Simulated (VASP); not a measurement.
# ScAlN2 (R-3m) in VASP: further runs

ScAlN2 is run at these levels: PBE; tasks: single point, relaxation of cell and atoms.

Program: VASP 6.6.1. These are calculated values, not measurements. Logs are shortened: lines on timing, memory, paths and dates and some standing lists are left out, and cuts for length are marked.

**1. The cell of the first run**

Symmetry: R-3m, No. 166, trigonal system. Conventional cell: a = 4.396 Å, b = 4.396 Å, c = 7.839 Å, α = 90.00°, β = 90.00°, γ = 120.00°. Sc (site symmetry -3m) has 8 N at 2.08 to 2.59 Å within 2.8 Å. Al (site symmetry -3m) has 2 N at 1.84 Å within 2.4 Å. Within 2.4 Å of N (site symmetry 3m) lie 1 Al at 1.84 Å and 1 Sc at 2.08 Å.

**2. Single point, PBE**

INCAR reads:

```
SYSTEM = ScAlN2
ALGO = Normal
EDIFF = 1E-7
ENCUT = 520
GGA = PE
ISIF = 2
ISMEAR = 0
LASPH = .True.
LCHARG = .False.
LREAL = .False.
LWAVE = .False.
NBANDS = 20
NELM = 100
PREC = Accurate
SIGMA = 0.02
```

KPOINTS reads:

```
k-points
0
Gamma
  12 12 12
  0 0 0
```

POSCAR reads:

```
ScAlN2
1.0
    2.1977614317      1.2688781543      2.6131486004
   -2.1977614317      1.2688781543      2.6131486004
    0.0000000000     -2.5377563085      2.6131486004
Sc Al N
1 1 2
Direct
    0.5000000000      0.5000000000      0.5000000000
    0.0000000000      0.0000000000      0.0000000000
    0.2347967987      0.2347967987      0.2347967987
    0.7652032013      0.7652032013      0.7652032013
```

Potentials or basis: VASP PAW PBE potentials, release 64 (Sc_sv, Al, N).

On the command line:

```bash
$ cat potpaw_PBE.64/Sc_sv/POTCAR potpaw_PBE.64/Al/POTCAR potpaw_PBE.64/N/POTCAR > POTCAR
$ mpirun -np 1 vasp_std > vasp.out
```

OUTCAR:

```text
SYSTEM = ScAlN2
   EDIFF = 1E-7
   ENCUT = 520
   GGA = PE
   ISIF = 2
   ISMEAR = 0
   LASPH = .True.
   LREAL = .False.
   NELM = 100
   PREC = Accurate

 ion  position               nearest neighbor table
   1  0.500  0.500  0.500-   3 2.08   4 2.08   3 2.59   3 2.59   4 2.59   4 2.59   3 2.59   4 2.59
                             2 2.85   2 2.85   2 2.85   2 2.85   2 2.85   2 2.85
   2  0.000  0.000  0.000-   3 1.84   4 1.84   1 2.85   1 2.85   1 2.85   1 2.85   1 2.85   1 2.85

   3  0.235  0.235  0.235-   2 1.84   1 2.08   1 2.59   1 2.59   1 2.59
   4  0.765  0.765  0.765-   2 1.84   1 2.08   1 2.59   1 2.59   1 2.59

  LATTYP: Found a trigonal (rhomboedric) cell.
 ALAT       =     3.6426299138
 COS(alpha) =     0.2719503598

  Lattice vectors:

 A1 = (   2.1977614317,   1.2688781543,   2.6131486004)
 A2 = (  -2.1977614317,   1.2688781543,   2.6131486004)
 A3 = (   0.0000000000,  -2.5377563085,   2.6131486004)

Analysis of symmetry for initial positions (statically):
=====================================================================
 Subroutine PRICEL returns:
 Original cell was already a primitive cell.

 Routine SETGRP: Setting up the symmetry group for a
 trigonal (rhombohedral) supercell.

 Subroutine GETGRP returns: Found 12 space group operations
 (whereof 12 operations were pure point group operations)
 out of a pool of 12 trial point group operations.

The static configuration has the point symmetry D_3d.

Analysis of symmetry for dynamics (positions and initial velocities):
=====================================================================
 Subroutine PRICEL returns:
 Original cell was already a primitive cell.

 Routine SETGRP: Setting up the symmetry group for a
 trigonal (rhombohedral) supercell.

 Subroutine GETGRP returns: Found 12 space group operations
 (whereof 12 operations were pure point group operations)
 out of a pool of 12 trial point group operations.

The dynamic configuration has the point symmetry D_3d.

 Subroutine INISYM returns: Found 12 space group operations
 (whereof 12 operations are pure point group operations),
 and found     1 'primitive' translations

----------------------------------------------------------------------------------------

                                     Primitive cell
[... 86 lines left out ...]
   PREC   = accura    normal or accurate (medium, high low for compatibility)
   ISTART =      0    job   : 0-new  1-cont  2-samecut
   ICHARG =      2    charge: 1-file 2-atom 10-const
   ISPIN  =      1    spin polarized calculation?
   LNONCOLLINEAR =      F non collinear calculations
   LSORBIT =      F    spin-orbit coupling
   LASPH  =      T    aspherical Exc in radial PAW
   ENCUT  =  520.0 eV  38.22 Ry    6.18 a.u.   6.77  6.77  6.77*2*pi/ulx,y,z
   NELM   =    100;   NELMIN=  2; NELMDL= -5     # of ELM steps
   EDIFF  = 0.1E-06   stopping-criterion for ELM
   LREAL  =      F    real-space projection
   EDIFFG = 0.1E-05   stopping-criterion for IOM
   NSW    =      0    number of steps for IOM
   IBRION =     -1    ionic relax: 0-MD 1-quasi-New 2-CG
   NFREE  =      0    steps in history (QN), initial steepest desc. (CG)
   ISIF   =      2    stress and relaxation
   ISYM   =      2    0-nonsym 1-usesym 2-fastsym
   POTIM  = 0.5000    time-step for ionic-motion
   TEBEG  =    0.0;   TEEND  =   0.0 temperature during run
   PSTRESS=    0.0 pullay stress
   NELECT =      24.0000    total number of electrons
   NUPDOWN=      -1.0000    fix difference up-down
   EMIN   =  10.00;   EMAX   =-10.00  energy-range for DOS
   EFERMI =   0.00;   METHOD = LEGACY
   ISMEAR =     0;   SIGMA  =   0.02  broadening in eV -4-tet -1-fermi 0-gaus
   EFERMI_NEDOS =   21; number of points for ismear=-14 and -15
   IALGO  =     38    algorithm
   IMIX   =      4    mixing-type and parameters
     AMIX     =   0.40;   BMIX     =  1.00
     AMIX_MAG =   1.60;   BMIX_MAG =  1.00
  volume/ion in A,a.u.               =      10.93        73.77
  Fermi-wavevector in a.u.,A,eV,Ry     =   1.340417  2.533021 24.445834  1.796718
  Thomas-Fermi vector in A             =   2.468732
   LORBIT       =      0    0 simple, 1 ext, 2 COOP (PROOUT), +10 PAW based schemes
   GGA     = PE    functional components
   LHFCALC =     F    Hartree Fock is set to
   AEXX    =    0.0000 exact exchange contribution
   IVDW    =     0    specifies the selected vdW correction
   LEPSILON=     F    determine dielectric tensor
   LRPA    =     F    only Hartree local field effects (RPA)
 non-spin polarized calculation
 Gauss-broadening in eV      SIGMA  =   0.02
  energy-cutoff  :      520.00
  volume of cell :       43.72
 maximum number of plane-waves:      1190
   NGX = 13   NGY = 13   NGZ = 13

 number of electron      23.9999996 magnetization

 Free energy of the ion-electron system (eV)
  ---------------------------------------------------
  ext. energy  EPLUGINS =         0.00000000
  ---------------------------------------------------
  free energy    TOTEN  =       -29.00338953 eV

  energy without entropy =      -29.00338953  energy(sigma->0) =      -29.00338953

 E-fermi :   7.2927     XC(G=0): -11.6104

 val. band max:        7.0883350021   @ k =   0.0000   0.0000   0.0000
 cond. band min:       7.8016471285   @ k =   0.5000   0.0000  -0.0000
 fundamental gap:      0.7133121263
 Fermi energy:         7.2927124167

 k-point     1 :       0.0000    0.0000    0.0000
  band No.  band energies     occupation
      1     -41.9480      2.00000
      2     -20.6382      2.00000
      3     -20.6382      2.00000
      4     -20.5167      2.00000
      5      -8.5744      2.00000
      6      -4.9841      2.00000
[... 541 lines left out ...]
     19      14.0074      0.00000
     20      15.3289      0.00000

 [... further k-points ...]
[... 5 lines left out ...]
  --------------------------------------------------------------------------------------
  -------------------------------------------------------------------------------------
  Total        0.0513173      0.0513173      0.2691838      0.0000000      0.0000000      0.0000000
  in kB        1.8804359      1.8804359      9.8637871      0.0000000      0.0000000      0.0000000
  external PRESSURE =       4.5415530 kB  Pullay stress =       0.0000000 kB

 VOLUME and BASIS-vectors are now :
 -----------------------------------------------------------------------------
  energy-cutoff  :      520.00
  volume of cell :       43.72
      direct lattice vectors                 reciprocal lattice vectors
     2.197761432  1.268878154  2.613148600     0.227504220  0.131349623  0.127560037
    -2.197761432  1.268878154  2.613148600    -0.227504220  0.131349623  0.127560037
     0.000000000 -2.537756309  2.613148600     0.000000000 -0.262699245  0.127560037

 POSITION                                       TOTAL-FORCE (eV/Angst)
 -----------------------------------------------------------------------------------
      0.00000      0.00000      3.91972         0.000000     -0.000000      0.000000
      0.00000      0.00000      0.00000         0.000000      0.000000     -0.000000
      0.00000      0.00000      1.84068         0.000000     -0.000000     -0.059666
      0.00000      0.00000      5.99877         0.000000      0.000000      0.059666
 -----------------------------------------------------------------------------------
    total drift:                               -0.000000     -0.000000      0.000000

  FREE ENERGIE OF THE ION-ELECTRON SYSTEM (eV)
  ---------------------------------------------------
  free  energy   TOTEN  =       -29.0033895333 eV

  energy  without entropy=      -29.0033895333  energy(sigma->0) =      -29.00338953
```

stdout:

```text
POSCAR found type information on POSCAR ScAlN
 POSCAR found :  3 types and       4 ions
 scaLAPACK will be used
 LDA part: xc-table for (Slater+PW92), standard interpolation
 POSCAR, INCAR and KPOINTS ok, starting setup
 FFT: planning ... GRIDC
 FFT: planning ... GRID_SOFT
 FFT: planning ... GRID
 WAVECAR not read
 entering main loop
```

It took 83 s on 1 thread of Intel Xeon 6975P-C (Granite Rapids), shared host; peak memory 0.28 GiB.

Results:

```
Free energy            : -29.0034 eV
Pressure               : 0.5 GPa
Largest force          : 0.060 eV/Å
Band gap on the k mesh : 0.71 eV, indirect (least direct gap 1.35 eV)
```

Forces on the atoms (eV/Å):
```
Sc   0.000  0.000  0.000
Al   0.000  0.000  0.000
N    0.000  0.000 -0.060
N    0.000  0.000  0.060
```

Levels at points of the mesh, in eV from the valence-band top:
| k point | band 8 | band 9 | band 10 | band 11 | band 12 | band 13 | band 14 | band 15 | band 16 | band 17 |
| --- | --- | --- | --- | --- | --- | --- | --- | --- | --- | --- |
| (0.00, 0.00, 0.00) | -4.53 | -4.39 | -2.00 | 0.00 | 0.00 | 1.39 | 1.80 | 1.80 | 2.95 | 2.95 |
| (0.50, 0.00, 0.00) | -3.96 | -3.70 | -2.97 | -2.72 | -1.71 | 0.71 | 3.10 | 3.42 | 4.14 | 4.93 |
| (0.50, 0.50, 0.00) | -5.17 | -3.47 | -2.49 | -0.88 | -0.15 | 1.24 | 2.95 | 3.43 | 4.00 | 4.34 |
| (0.50, 0.50, 0.50) | -4.79 | -4.79 | -3.59 | -2.17 | -2.17 | 3.15 | 3.15 | 4.51 | 4.51 | 4.78 |

A k mesh can miss the band edges. Expect the measured gap to be larger: semilocal functionals such as PBE lack the derivative discontinuity.

**3. Relaxation of cell and atoms, PBE**

INCAR reads:

```
SYSTEM = ScAlN2
ALGO = Normal ; EDIFF = 1E-6
EDIFFG = -0.01 ; ENCUT = 600
GGA = PE ; IBRION = 2
ISIF = 3 ; ISMEAR = 0
LASPH = .True. ; LCHARG = .False.
LREAL = .False. ; LWAVE = .False.
NELM = 100 ; NSW = 100
PREC = Accurate ; SIGMA = 0.02
```

KPOINTS is that of step 2.

POSCAR reads:

```
ScAlN2
1.0
    2.1975029132      1.2687288985      2.6130414839
   -2.1975029132      1.2687288985      2.6130414839
    0.0000000000     -2.5374577969      2.6130414839
Sc Al N
1 1 2
Direct
    0.5000000000      0.5000000000      0.5000000000
    0.0000000000      0.0000000000      0.0000000000
    0.2347962820      0.2347962820      0.2347962820
    0.7652037180      0.7652037180      0.7652037180
```

Potentials or basis: VASP PAW PBE potentials, release 64 (Sc_sv, Al, N).

On the command line:

```bash
$ cat potpaw_PBE.64/Sc_sv/POTCAR potpaw_PBE.64/Al/POTCAR potpaw_PBE.64/N/POTCAR > POTCAR
$ mpirun -np 1 vasp_std > vasp.out
```

It took 4.2 min on 1 thread of Intel Xeon 6975P-C (Granite Rapids), shared host; peak memory 0.31 GiB.

The run converged. Its results:

```yaml
Free_energy: -29.0070 eV
Relaxed_volume: 10.94 Å³/atom
Relaxed_cell: a = 3.645 Å, b = 3.645 Å, c = 3.645 Å, α = 74.17°, β = 74.17°, γ = 74.17°
Space_group_after_relaxing_to_0.05_Å: R-3m (No. 166)
Energy_gained_by_relaxing: 0.1 meV/atom
Ionic_steps: 6
Pressure_after_relaxing: 0.0 GPa
Band_gap_on_the_k_mesh: 0.70 eV, indirect (least direct gap 1.34 eV)
```

The path:
| step | energy change (eV) | largest force (eV/Å) | pressure (GPa) | volume (Å³) |
| --- | --- | --- | --- | --- |
| 1 | 0.0000 | 0.0587 | 0.39 | 43.71 |
| 2 | 0.0001 | 0.0096 | -0.60 | 43.88 |
| 3 | -0.0003 | 0.0257 | -0.09 | 43.79 |
| 4 | -0.0003 | 0.0264 | -0.08 | 43.79 |
| 5 | -0.0003 | 0.0106 | 0.06 | 43.77 |
| 6 | -0.0003 | 0.0006 | 0.04 | 43.78 |

Final structure:
```cif
data_structure
_symmetry_space_group_name_H-M 'P 1'
_symmetry_Int_Tables_number 1
_cell_length_a 3.6449
_cell_length_b 3.6449
_cell_length_c 3.6449
_cell_angle_alpha 74.167
_cell_angle_beta 74.167
_cell_angle_gamma 74.167
_cell_volume 43.78
loop_
_atom_site_label
_atom_site_type_symbol
_atom_site_fract_x
_atom_site_fract_y
_atom_site_fract_z
_atom_site_occupancy
Sc1 Sc 0.50000 0.50000 0.50000 1
Al1 Al 0.00000 0.00000 0.00000 1
N1 N 0.23451 0.23451 0.23451 1
N2 N 0.76549 0.76549 0.76549 1
```

Levels at points of the mesh, in eV from the valence-band top:
```csv
k point,band 9,band 10,band 11,band 12,band 13,band 14,band 15,band 16
"(0.00, 0.00, 0.00)",-4.38,-2.02,0.00,0.00,1.38,1.79,1.79,2.95
"(0.50, 0.00, 0.00)",-3.70,-2.96,-2.72,-1.71,0.70,3.09,3.41,4.13
"(0.50, 0.50, 0.00)",-3.48,-2.49,-0.88,-0.15,1.23,2.94,3.41,3.99
"(0.50, 0.50, 0.50)",-4.79,-3.57,-2.16,-2.16,3.13,3.13,4.50,4.50
```

A k mesh can miss the band edges.
